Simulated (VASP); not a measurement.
# Sn (I4_1/amd) in VASP: further runs, part 2 of 2

VASP 6.6.1.

## (4) Single point, r2SCAN (strain +0.1125 x Voigt [0, 0, 1, 0, 0, 0])

POSCAR

```
Sn
1.0
    0.0000000000      3.2456000000      3.6107300000
    3.2456000000      0.0000000000      3.6107300000
    3.2456000000      3.2456000000      0.0000000000
Sn
2
Direct
    0.5000000000      0.5000000000      0.5000000000
    0.7500000000      0.7500000000      0.7500000000
```

INCAR.step1

```
SYSTEM = Sn
PREC     = Accurate       ! precision mode
ENCUT    = 520            ! plane-wave cutoff, eV
ISMEAR   = 0              ! smearing method
SIGMA    = 0.15           ! smearing width, eV
LREAL    = .FALSE.        ! projectors in reciprocal space
LASPH    = .TRUE.         ! aspherical terms in the spheres
NELM     = 100            ! most SCF steps
NBANDS   = 21             ! bands
GGA      = PE             ! functional
ALGO     = Normal         ! electronic algorithm
EDIFF    = 1E-4           ! SCF threshold, eV
LWAVE    = .TRUE.         ! write WAVECAR
LCHARG   = .FALSE.        ! write CHGCAR
```

INCAR.step2

```
SYSTEM = Sn
PREC     = Accurate       ! precision mode
ENCUT    = 520            ! plane-wave cutoff, eV
EDIFF    = 1E-7           ! SCF threshold, eV
ISMEAR   = 0              ! smearing method
SIGMA    = 0.15           ! smearing width, eV
LREAL    = .FALSE.        ! projectors in reciprocal space
LASPH    = .TRUE.         ! aspherical terms in the spheres
NELM     = 100            ! most SCF steps
ALGO     = Normal         ! electronic algorithm
ISIF     = 2              ! what is computed and relaxed
LWAVE    = .FALSE.        ! write WAVECAR
LCHARG   = .TRUE.         ! write CHGCAR
METAGGA  = R2SCAN         ! meta-GGA
LMIXTAU  = .TRUE.       
LELF     = .TRUE.         ! ELF
LVHAR    = .TRUE.       
NBANDS   = 21             ! bands
ISTART   = 1
```

KPOINTS

```
regular mesh
0
G
  12 12 12
  0 0 0
```

Potentials or basis: VASP PAW PBE potentials, release 64 (Sn_d).

On the command line:

```console
cat potpaw_PBE.64/Sn_d/POTCAR > POTCAR
cp INCAR.step1 INCAR
mpirun -np 1 vasp_std > vasp.out
cp INCAR.step2 INCAR
mpirun -np 1 vasp_std > vasp.out
```

OUTCAR:

```text
SYSTEM = Sn
   PREC = Accurate
   ENCUT = 520
   EDIFF = 1E-7
   ISMEAR = 0
   LREAL = .FALSE.
   LASPH = .TRUE.
   NELM = 100
   ISIF = 2
   METAGGA = R2SCAN
   ISTART = 1

 ion  position               nearest neighbor table
   1  0.500  0.500  0.500-   2 2.92   2 2.92   2 2.92   2 2.92
   2  0.750  0.750  0.750-   1 2.92   1 2.92   1 2.92   1 2.92

  LATTYP: Found a body centered tetragonal cell.
 ALAT       =     4.5899715380
 C/A-ratio  =     1.5733125881

  Lattice vectors:

 A1 = (  -3.2456000000,   0.0000000000,   3.6107300000)
 A2 = (   3.2456000000,   0.0000000000,   3.6107300000)
[... 191 lines left out ...]
      5     -17.6653      2.00000
      6     -17.4653      2.00000
[... 565 lines left out ...]
     20      12.4633      0.00000
     21      12.6885      0.00000

 [... further k-points ...]
[... 5 lines left out ...]
  --------------------------------------------------------------------------------------
  -------------------------------------------------------------------------------------
  Total       -0.6031542     -0.6031542     -2.4986474      0.0000000      0.0000000      0.0000000
  in kB      -12.7035150    -12.7035150    -52.6260245      0.0000000      0.0000000      0.0000000
  external PRESSURE =     -26.0110181 kB  Pullay stress =       0.0000000 kB

 VOLUME and BASIS-vectors are now :
 -----------------------------------------------------------------------------
  energy-cutoff  :      520.00
  volume of cell :       76.07
      direct lattice vectors                 reciprocal lattice vectors
     0.000000000  3.245600000  3.610730000    -0.154054720  0.154054720  0.138476153
     3.245600000  0.000000000  3.610730000     0.154054720 -0.154054720  0.138476153
     3.245600000  3.245600000  0.000000000     0.154054720  0.154054720 -0.138476153

 POSITION                                       TOTAL-FORCE (eV/Angst)
 -----------------------------------------------------------------------------------
      3.24560      3.24560      3.61073        -0.000000     -0.000000     -0.000000
      4.86840      4.86840      5.41610         0.000000      0.000000      0.000000
 -----------------------------------------------------------------------------------
    total drift:                                0.000000      0.000000      0.000000

  FREE ENERGIE OF THE ION-ELECTRON SYSTEM (eV)
  ---------------------------------------------------
  free  energy   TOTEN  =       -49.3862973946 eV

  energy  without entropy=      -49.3845966443  energy(sigma->0) =      -49.38544702
```

OUTCAR.step1:

```text
SYSTEM = Sn
   PREC = Accurate
   ENCUT = 520
   ISMEAR = 0
   LREAL = .FALSE.
   LASPH = .TRUE.
[... 800 lines left out ...]
      3.24560      3.24560      3.61073         0.000000     -0.000000      0.000000
      4.86840      4.86840      5.41610        -0.000000      0.000000      0.000000
 -----------------------------------------------------------------------------------
    total drift:                                0.000000      0.000000      0.000000

  FREE ENERGIE OF THE ION-ELECTRON SYSTEM (eV)
  ---------------------------------------------------
  free  energy   TOTEN  =        -7.6319769026 eV

  energy  without entropy=       -7.6300748574  energy(sigma->0) =       -7.63102588
```

Wall time 23 min (1 thread of Oxide Virtual Turin-like, shared host); peak memory 0.32 GiB.

Results:

```yaml
Free_energy: -49.3863 eV
Pressure: -2.6 GPa
Band_gap_on_the_k_mesh: zero (bands 14 and 15 overlap by 0.46 eV)
```

Stress tensor (GPa, compression positive):
```
-1.27  0.00  0.00
 0.00 -1.27  0.00
 0.00  0.00 -5.26
```

Caveat: the cell differs from its parent crystal (strain +0.1125 x Voigt [0, 0, 1, 0, 0, 0]); the PAW data sets were made with another functional, which shifts forces and pressure a little; spin-orbit coupling is left out, which moves the levels of the heavy elements.

## (5) Single point, r2SCAN (strain +0.1312 x Voigt [0, 0, 1, 0, 0, 0])

POSCAR

```
Sn
1.0
    0.0000000000      3.2456000000      3.6714227200
    3.2456000000      0.0000000000      3.6714227200
    3.2456000000      3.2456000000      0.0000000000
Sn
2
Direct
    0.5000000000      0.5000000000      0.5000000000
    0.7500000000      0.7500000000      0.7500000000
```

INCAR.step1

```
SYSTEM = Sn
PREC = Accurate ; ENCUT = 520
ISMEAR = 0 ; SIGMA = 0.15
LREAL = .False. ; LASPH = .True.
NELM = 80 ; NBANDS = 21
GGA = PE ; ALGO = Normal
EDIFF = 1E-4 ; LWAVE = .True.
LCHARG = .False.
```

INCAR.step2

```
SYSTEM = Sn
PREC = Accurate ; ENCUT = 520
EDIFF = 1E-7 ; ISMEAR = 0
SIGMA = 0.15 ; LREAL = .False.
LASPH = .True. ; NELM = 80
ALGO = Normal ; ISIF = 2
LWAVE = .False. ; LCHARG = .False.
METAGGA = R2SCAN ; LMIXTAU = .True.
NBANDS = 21 ; ISTART = 1
```

KPOINTS

```
regular mesh
0
Gamma
  12 12 12
  0 0 0
```

On the command line:

```console
cat potpaw_PBE.64/Sn_d/POTCAR > POTCAR
cp INCAR.step1 INCAR
mpirun -np 1 vasp_std > vasp.out
cp INCAR.step2 INCAR
mpirun -np 1 vasp_std > vasp.out
```

Run time: 24 min. Hardware: 1 thread of Oxide Virtual Turin-like, shared host; peak memory 0.33 GiB.

The run converged. Its results:

```yaml
Free_energy: -49.3413 eV
Pressure: -3.1 GPa
Band_gap_on_the_k_mesh: zero (bands 14 and 15 overlap by 0.57 eV)
```

Stress tensor (GPa, compression positive):
```
-1.53  0.00  0.00
 0.00 -1.53  0.00
 0.00  0.00 -6.12
```

Levels at points of the mesh, in eV from the Fermi level:
```tsv
k point	band 12	band 13	band 14	band 15	band 16	band 17
(0.00, 0.00, 0.00)	-1.40	-0.61	0.27	0.27	2.04	2.04
(0.50, 0.00, 0.00)	-6.19	-1.52	-0.66	-0.30	3.24	3.48
(0.50, 0.50, 0.00)	-7.73	-1.86	-1.86	1.52	1.52	7.11
(0.50, 0.00, 0.50)	-7.34	-2.48	-2.48	0.76	0.76	6.85
```

Caveat: the cell differs from its parent crystal (strain +0.1312 x Voigt [0, 0, 1, 0, 0, 0]); the cell stands under tension; the PAW data sets were made with another functional, which shifts forces and pressure a little; spin-orbit coupling is left out, which moves the levels of the heavy elements.

## (6) The runs side by side

```tsv
cell	gap on the mesh (eV)	pressure (GPa)
a = 4.505, b = 4.505, c = 4.590 Å, angles 59.4, 59.4, 61.3°, 2 atoms	-	3.7
a = 4.765, b = 4.765, c = 4.590 Å, angles 61.2, 61.2, 57.6°, 2 atoms	none	-1.5
a = 4.855, b = 4.855, c = 4.590 Å, angles 61.8, 61.8, 56.4°, 2 atoms	none	-2.6
a = 4.900, b = 4.900, c = 4.590 Å, angles 62.1, 62.1, 55.9°, 2 atoms	none	-3.1
```

Alike in all rows: task single point; level r2SCAN; potentials or basis VASP PAW PBE potentials, release 64 (Sn_d); no spin polarisation; k mesh 12 × 12 × 12; cutoff (eV) 520; smearing gaussian 0.15 eV.

Caveats: the PAW data sets were made with another functional, which shifts forces and pressure a little; spin-orbit coupling is left out, which moves the levels of the heavy elements; the cell stands under pressure (at least some runs); the cell stands under tension (at least some runs).

Total energies depend on the potentials used, so only differences within one code and one set of settings carry meaning.
